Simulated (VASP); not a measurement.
Sb2Pt:

```
Sb Pt
1.0
     0.00000    3.20695    3.20695
     3.20695    0.00000    3.20695
     3.20695    3.20695    0.00000
Sb Pt
2 1
Direct
  0.25000 0.25000 0.25000
  0.75000 0.75000 0.75000
  0.00000 0.00000 0.00000
```

```yaml
Program: VASP 6.6.1
Task: relaxation of cell and atoms
Functional: PBE
Potentials_or_basis: VASP PAW PBE potentials, release 64 (Sb, Pt)
Cutoff: 600 eV
k_mesh: 6 × 6 × 6
Occupations: gaussian, width 0.1 eV
Spin: no spin polarisation
```

At the start: pressure 13.0 GPa; volume 21.99 Å³/atom.

Question: Where does the relaxation end?

Answer: Over 3 steps the energy falls by 87.9 meV/atom and the volume is 24.48 Å³/atom (+11.3 %); space group Fm-3m (No. 225, to 0.1 Å) before and after.

Step by step:
| step | energy change (eV) | largest force (eV/Å) | pressure (GPa) | volume (Å³) |
| --- | --- | --- | --- | --- |
| 1 | 0.0000 | 0.0000 | 12.98 | 65.96 |
| 2 | 0.1364 | 0.0000 | -9.92 | 84.48 |
| 3 | -0.2638 | 0.0000 | -0.29 | 73.45 |

Final structure:
```xyz
3
Lattice="0.0000 3.3239 3.3239 3.3239 0.0000 3.3239 3.3239 3.3239 0.0000" Properties=species:S:1:pos:R:3 pbc="T T T"
Sb    1.6619    1.6619    1.6619
Sb    4.9858    4.9858    4.9858
Pt    0.0000    0.0000    0.0000
```
